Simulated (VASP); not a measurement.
Na3HSe, 5 atoms in the cell. It takes space group Pm-3m (No. 221, cubic). The conventional cell has a = 4.553 Å, b = 4.553 Å, c = 4.553 Å, α = 90.00°, β = 90.00°, γ = 90.00°. Na (site symmetry 4/mmm) has 2 H at 2.28 Å within 3.0 Å. H (site symmetry m-3m) has 6 Na at 2.28 Å within 3.0 Å. Within 4.2 Å of Se (site symmetry m-3m) lie 12 Na at 3.22 Å and 8 H at 3.94 Å. 

- Program: VASP 6.6.1
- Task: single point
- Functional: PBE
- Potentials or basis: VASP PAW PBE potentials, release 64 (Na_pv, H, Se)
- Cutoff: 520 eV
- k mesh: 6 × 6 × 6
- Occupations: gaussian, width 0.05 eV
- Spin: no spin polarisation
- Dipole correction: no
- Further INCAR settings: ALGO = Normal; EDIFF = 1e-07; NBANDS = 22

Potentials or basis: VASP PAW PBE potentials, release 64 (Na_pv, H, Se).

Launch:

```sh
$ cat potpaw_PBE.64/Na_pv/POTCAR potpaw_PBE.64/H/POTCAR potpaw_PBE.64/Se/POTCAR > POTCAR
$ mpirun -np 1 vasp_std > vasp.out
```

Hardware: 1 thread of Intel Xeon 8259CL, with other jobs on the host.

**Question.** How long does it take, and how much memory?

**Answer.** It took 63 s on 1 thread of Intel Xeon 8259CL, on a shared host, peak memory 0.22 GiB. Counts: scf iterations 14, k points 20.
